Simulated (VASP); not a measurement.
# SnSe2 in VASP: density of states with PBE

Aim: the density of states of SnSe2 with PBE.

Program: VASP 6.6.1. These are calculated values, not measurements. Logs are shortened: lines on timing, memory, paths and dates and some standing lists are left out, and cuts for length are marked.

### 1 The cell of the first run

The typed cell holds 3 atoms: a = 3.831 Å, b = 3.831 Å, c = 6.167 Å, α = 90.00°, β = 90.00°, γ = 120.00°.

### 2 Density of states, PBE

Input file POSCAR:

```
SnSe2
1.0
    3.8309847700      0.0000000000      0.0000000000
   -1.9154923900      3.3177314300      0.0000000000
    0.0000000000      0.0000000000      6.1666074800
Sn Se
1 2
Direct
    0.0000000000      0.0000000000      0.0000000000
    0.3333000000      0.6667000000      0.2490000000
    0.6667000000      0.3333000000      0.7510000000
```

Input file INCAR.step1:

```
PREC = Accurate
ENCUT = 400
EDIFF = 1E-6
ISMEAR = 0
SIGMA = 0.011
LREAL = False
LASPH = True
NELM = 120
ALGO = Normal
ISIF = 2
LWAVE = False
LCHARG = True
GGA = PE
NBANDS = 20
GGA_COMPAT = False
NEDOS = 2001
LORBIT = 11
```

Input file KPOINTS.step1:

```
regular mesh
0
Gamma
  8 8 4
```

Input file INCAR.step2:

```
PREC = Accurate
ENCUT = 400
EDIFF = 1E-6
ISMEAR = -5
SIGMA = 0.011
LREAL = False
LASPH = True
NELM = 120
ALGO = Normal
ISIF = 2
LWAVE = False
LCHARG = False
GGA = PE
LORBIT = 10
NBANDS = 20
NEDOS = 2001
ICHARG = 11
GGA_COMPAT = False
```

Input file KPOINTS.step2:

```
regular mesh
0
Gamma
  12 12 6
```

Potentials or basis: VASP PAW PBE potentials, release 64 (Sn_d, Se).

Started as:

```
cat potpaw_PBE.64/Sn_d/POTCAR potpaw_PBE.64/Se/POTCAR > POTCAR
cp INCAR.step1 INCAR
cp KPOINTS.step1 KPOINTS
mpirun -np 1 vasp_std > vasp.out
cp INCAR.step2 INCAR
cp KPOINTS.step2 KPOINTS
mpirun -np 1 vasp_std > vasp.out
```

OUTCAR:

```text
PREC = Accurate
   ENCUT = 400
   EDIFF = 1E-6
   ISMEAR = -5
   LREAL = False
   LASPH = True
   NELM = 120
   ISIF = 2
   GGA = PE
   LORBIT = 10
   ICHARG = 11

 ion  position               nearest neighbor table
   1  0.000  0.000  0.000-   2 2.69   3 2.69   3 2.69   2 2.69   3 2.69   2 2.69
   2  0.333  0.667  0.249-   1 2.69   1 2.69   1 2.69
   3  0.667  0.333  0.751-   1 2.69   1 2.69   1 2.69

  LATTYP: Found a hexagonal cell.
 ALAT       =     3.8309847700
 C/A-ratio  =     1.6096664044

  Lattice vectors:

 A1 = (   3.8309847700,   0.0000000000,   0.0000000000)
 A2 = (  -1.9154923900,   3.3177314300,   0.0000000000)
 A3 = (   0.0000000000,   0.0000000000,   6.1666074800)

Analysis of symmetry for initial positions (statically):
=====================================================================
 Subroutine PRICEL returns:
 Original cell was already a primitive cell.

 Routine SETGRP: Setting up the symmetry group for a
 hexagonal supercell.

 Subroutine GETGRP returns: Found  4 space group operations
 (whereof  4 operations were pure point group operations)
 out of a pool of 24 trial point group operations.

The static configuration has the point symmetry C_2h.

Analysis of symmetry for dynamics (positions and initial velocities):
=====================================================================
 Subroutine PRICEL returns:
 Original cell was already a primitive cell.

 Routine SETGRP: Setting up the symmetry group for a
 hexagonal supercell.

 Subroutine GETGRP returns: Found  4 space group operations
 (whereof  4 operations were pure point group operations)
 out of a pool of 24 trial point group operations.

The dynamic configuration has the point symmetry C_2h.

 Subroutine INISYM returns: Found  4 space group operations
 (whereof  4 operations are pure point group operations),
 and found     1 'primitive' translations

----------------------------------------------------------------------------------------

                                     Primitive cell

  volume of cell :      78.3787

  direct lattice vectors                    reciprocal lattice vectors
     3.830984770  0.000000000  0.000000000     0.261029490  0.150705388  0.000000000
    -1.915492390  3.317731430  0.000000000     0.000000000  0.301410775  0.000000000
     0.000000000  0.000000000  6.166607480     0.000000000  0.000000000  0.162163719

  length of vectors
     3.830984770  3.830985896  6.166607480     0.301410863  0.301410775  0.162163719

  position of ions in fractional coordinates (direct lattice)
     0.000000000  0.000000000  0.000000000
     0.333300000  0.666700000  0.249000000
     0.666700000  0.333300000  0.751000000

  ion indices of the primitive-cell ions
   primitive index   ion index
                 1           1
                 2           2
                 3           3

----------------------------------------------------------------------------------------

 KPOINTS: regular mesh

Automatic generation of k-mesh.
 Grid dimensions read from file:
 generate k-points for:   12   12    6

 Generating k-lattice:

  Cartesian coordinates                     Fractional coordinates (reciprocal lattice)
     0.021752457  0.012558782  0.000000000     0.083333333  0.000000000  0.000000000
     0.000000000  0.025117565  0.000000000     0.000000000  0.083333333  0.000000000
     0.000000000  0.000000000  0.027027286     0.000000000  0.000000000  0.166666667

  Length of vectors
     0.025117572  0.025117565  0.027027286

  Shift w.r.t. Gamma in fractional coordinates (k-lattice)
     0.000000000  0.000000000  0.000000000

 TETIRR: Found   1296 inequivalent tetrahedra from     5184

 Subroutine IBZKPT returns following result:
 ===========================================

 Found    242 irreducible k-points:

 Following reciprocal coordinates:
            Coordinates               Weight
  0.000000  0.000000  0.000000      1.000000
  0.083333  0.000000  0.000000      4.000000
 -0.083333  0.083333  0.000000      2.000000
  0.166667  0.000000  0.000000      4.000000
 -0.166667  0.166667  0.000000      2.000000
  0.250000  0.000000  0.000000      4.000000
[... 16 lines left out ...]
 -0.083333  0.416667  0.000000      4.000000
 -0.416667  0.333333  0.000000      4.000000
 [... further k-points ...]
   k-points           NKPTS =    242   k-points in BZ     NKDIM =    242   number of bands    NBANDS=     20
   number of dos      NEDOS =   2001   number of ions     NIONS =      3
   total plane-waves  NPLWV =  31360
   dimension x,y,z NGX =    28 NGY =   28 NGZ =   40
   dimension x,y,z NGXF=    56 NGYF=   56 NGZF=   80
   ions per type =               1   2
   NGX,Y,Z   is equivalent  to a cutoff of  12.15, 12.15, 10.78 a.u.
   NGXF,Y,Z  is equivalent  to a cutoff of  24.30, 24.30, 21.57 a.u.
 SYSTEM =  unknown system
   PREC   = accura    normal or accurate (medium, high low for compatibility)
   ISTART =      0    job   : 0-new  1-cont  2-samecut
   ICHARG =     11    charge: 1-file 2-atom 10-const
   ISPIN  =      1    spin polarized calculation?
   LNONCOLLINEAR =      F non collinear calculations
   LSORBIT =      F    spin-orbit coupling
   LASPH  =      T    aspherical Exc in radial PAW
   ENCUT  =  400.0 eV  29.40 Ry    5.42 a.u.   6.25  6.25 10.06*2*pi/ulx,y,z
   NELM   =    120;   NELMIN=  2; NELMDL=  0     # of ELM steps
   EDIFF  = 0.1E-05   stopping-criterion for ELM
   LREAL  =      F    real-space projection
   EDIFFG = 0.1E-04   stopping-criterion for IOM
   NSW    =      0    number of steps for IOM
   IBRION =     -1    ionic relax: 0-MD 1-quasi-New 2-CG
   NFREE  =      0    steps in history (QN), initial steepest desc. (CG)
   ISIF   =      2    stress and relaxation
   ISYM   =      2    0-nonsym 1-usesym 2-fastsym
   POTIM  = 0.5000    time-step for ionic-motion
   TEBEG  =    0.0;   TEEND  =   0.0 temperature during run
   PSTRESS=    0.0 pullay stress
   NELECT =      26.0000    total number of electrons
   NUPDOWN=      -1.0000    fix difference up-down
   EMIN   =  10.00;   EMAX   =-10.00  energy-range for DOS
   EFERMI =   0.00;   METHOD = LEGACY
   ISMEAR =    -5;   SIGMA  =   0.01  broadening in eV -4-tet -1-fermi 0-gaus
   EFERMI_NEDOS =   21; number of points for ismear=-14 and -15
   IALGO  =     38    algorithm
   IMIX   =      4    mixing-type and parameters
     AMIX     =   0.40;   BMIX     =  1.00
     AMIX_MAG =   1.60;   BMIX_MAG =  1.00
  volume/ion in A,a.u.               =      26.13       176.31
  Fermi-wavevector in a.u.,A,eV,Ry     =   1.133270  2.141569 17.473967  1.284300
  Thomas-Fermi vector in A             =   2.269972
   LORBIT       =     10    0 simple, 1 ext, 2 COOP (PROOUT), +10 PAW based schemes
   GGA     = PE    functional components
   LHFCALC =     F    Hartree Fock is set to
   AEXX    =    0.0000 exact exchange contribution
   IVDW    =     0    specifies the selected vdW correction
   LEPSILON=     F    determine dielectric tensor
   LRPA    =     F    only Hartree local field effects (RPA)
 non-spin polarized calculation
 Fermi weights with tetrahedron method with Bloechl corrections
  energy-cutoff  :      400.00
  volume of cell :       78.38
 maximum number of plane-waves:      1454
 NGX is ok and might be reduce to    28

 number of electron      26.0000019 magnetization

 Free energy of the ion-electron system (eV)
  ---------------------------------------------------
  ext. energy  EPLUGINS =         0.00000000
  ---------------------------------------------------
  free energy    TOTEN  =       -11.78482406 eV

  energy without entropy =      -11.78482406  energy(sigma->0) =      -11.78482406

 E-fermi :   4.0486     XC(G=0):  -9.3844

 val. band max:        4.0475413792   @ k =  -0.0833   0.1667   0.0000
 cond. band min:       4.7464746898   @ k =   0.0000   0.4167   0.3333
 fundamental gap:      0.6989333105
 Fermi energy:         4.0485585139

 k-point     1 :       0.0000    0.0000    0.0000
  band No.  band energies     occupation
      1     -17.2436      2.00000
      2     -17.2436      2.00000
      3     -17.2016      2.00000
      4     -17.1882      2.00000
      5     -17.1882      2.00000
      6      -9.8786      2.00000
[... 12 lines left out ...]
     19      12.9316      0.00000
     20      12.9324      0.00000

 k-point     2 :       0.0833    0.0000    0.0000
  band No.  band energies     occupation
      1     -17.2470      2.00000
      2     -17.2414      2.00000
      3     -17.1997      2.00000
      4     -17.1896      2.00000
      5     -17.1876      2.00000
      6      -9.8103      2.00000
[... 12 lines left out ...]
     19      12.3941      0.00000
     20      13.0211      0.00000

 k-point     3 :      -0.0833    0.0833    0.0000
  band No.  band energies     occupation
      1     -17.2470      2.00000
      2     -17.2414      2.00000
      3     -17.1997      2.00000
      4     -17.1896      2.00000
      5     -17.1876      2.00000
      6      -9.8103      2.00000
[... 12 lines left out ...]
     19      12.3937      0.00000
     20      13.0215      0.00000

 k-point     4 :       0.1667    0.0000    0.0000
  band No.  band energies     occupation
      1     -17.2569      2.00000
      2     -17.2362      2.00000
      3     -17.1966      2.00000
      4     -17.1906      2.00000
      5     -17.1851      2.00000
      6      -9.6097      2.00000
[... 12 lines left out ...]
     19      12.2767      0.00000
     20      13.2036      0.00000

 k-point     5 :      -0.1667    0.1667    0.0000
  band No.  band energies     occupation
      1     -17.2569      2.00000
      2     -17.2362      2.00000
      3     -17.1966      2.00000
      4     -17.1906      2.00000
      5     -17.1851      2.00000
      6      -9.6097      2.00000
[... 12 lines left out ...]
     19      12.2762      0.00000
     20      13.2029      0.00000

 k-point     6 :       0.2500    0.0000    0.0000
  band No.  band energies     occupation
      1     -17.2713      2.00000
      2     -17.2308      2.00000
      3     -17.2000      2.00000
      4     -17.1835      2.00000
      5     -17.1800      2.00000
      6      -9.2919      2.00000
[... 12 lines left out ...]
     19      12.2007      0.00000
     20      13.6192      0.00000

 k-point     7 :      -0.2500    0.2500    0.0000
  band No.  band energies     occupation
      1     -17.2713      2.00000
      2     -17.2308      2.00000
      3     -17.2001      2.00000
      4     -17.1835      2.00000
      5     -17.1800      2.00000
      6      -9.2919      2.00000
[... 12 lines left out ...]
     19      12.2002      0.00000
     20      13.5960      0.00000
[... 277 lines left out ...]
 k-point    20 :      -0.0833    0.3333    0.0000
  band No.  band energies     occupation
      1     -17.2778      2.00000
      2     -17.2313      2.00000
      3     -17.2008      2.00000
      4     -17.1830      2.00000
      5     -17.1731      2.00000
      6      -9.0542      2.00000
[... 12 lines left out ...]
     19      11.9511      0.00000
     20      13.8202      0.00000

 k-point    21 :      -0.3333    0.2500    0.0000
  band No.  band energies     occupation
      1     -17.2778      2.00000
      2     -17.2313      2.00000
      3     -17.2008      2.00000
      4     -17.1829      2.00000
      5     -17.1731      2.00000
      6      -9.0542      2.00000
[... 12 lines left out ...]
     19      11.9510      0.00000
     20      13.8205      0.00000

 k-point    22 :       0.3333    0.0833    0.0000
  band No.  band energies     occupation
      1     -17.2899      2.00000
      2     -17.2298      2.00000
      3     -17.2044      2.00000
      4     -17.1748      2.00000
      5     -17.1670      2.00000
      6      -8.6416      2.00000
[... 12 lines left out ...]
     19      12.8349      0.00000
     20      14.0215      0.00000

 k-point    23 :      -0.0833    0.4167    0.0000
  band No.  band energies     occupation
      1     -17.2899      2.00000
      2     -17.2298      2.00000
      3     -17.2044      2.00000
      4     -17.1748      2.00000
      5     -17.1670      2.00000
      6      -8.6416      2.00000
[... 12 lines left out ...]
     19      12.8349      0.00000
     20      14.0216      0.00000

 k-point    24 :      -0.4167    0.3333    0.0000
  band No.  band energies     occupation
      1     -17.2900      2.00000
      2     -17.2298      2.00000
      3     -17.2044      2.00000
      4     -17.1748      2.00000
      5     -17.1670      2.00000
      6      -8.6416      2.00000
[... 12 lines left out ...]
     19      12.8347      0.00000
     20      14.0222      0.00000

 [... further k-points ...]

------------------------ aborting loop because EDIFF is reached ----------------------------------------

  FORCE on cell =-STRESS in cart. coord.  units (eV):
  Direction    XX          YY          ZZ          XY          YZ          ZX
  --------------------------------------------------------------------------------------
  -------------------------------------------------------------------------------------
  Total        1.8733293      1.8727307      2.6472725     -0.0005197     -0.0013679      0.0023693
  in kB       38.2936487     38.2814127     54.1142036     -0.0106227     -0.0279622      0.0484319
  external PRESSURE =      43.5630883 kB  Pullay stress =       0.0000000 kB

 VOLUME and BASIS-vectors are now :
 -----------------------------------------------------------------------------
  energy-cutoff  :      400.00
  volume of cell :       78.38
      direct lattice vectors                 reciprocal lattice vectors
     3.830984770  0.000000000  0.000000000     0.261029490  0.150705388  0.000000000
    -1.915492390  3.317731430  0.000000000     0.000000000  0.301410775  0.000000000
     0.000000000  0.000000000  6.166607480     0.000000000  0.000000000  0.162163719

 POSITION                                       TOTAL-FORCE (eV/Angst)
 -----------------------------------------------------------------------------------
      0.00000      0.00000      0.00000         0.000000      0.000000      0.000000
     -0.00019      2.21193      1.53549         0.000923     -0.000533      0.655246
      1.91568      1.10580      4.63112        -0.000923      0.000533     -0.655246
 -----------------------------------------------------------------------------------
    total drift:                               -0.000000      0.000000      0.000000

  FREE ENERGIE OF THE ION-ELECTRON SYSTEM (eV)
  ---------------------------------------------------
  free  energy   TOTEN  =       -11.7848240633 eV

  energy  without entropy=      -11.7848240633  energy(sigma->0) =      -11.78482406

 total charge

# of ion       s       p       d       tot
------------------------------------------
    1        1.055   1.046  10.109  12.209
    2        1.484   2.326   0.028   3.838
    3        1.484   2.326   0.028   3.838
--------------------------------------------------
tot          4.022   5.697  10.166  19.885
```

It took 79 s on 1 thread of Intel Xeon 6975P-C (Granite Rapids), shared host; peak memory 0.35 GiB.

Results:

* Valence electrons inside the program's atomic spheres: Sn 12.21; Se 3.84

Caveat: spin-orbit coupling is left out, which moves the levels of the heavy elements.
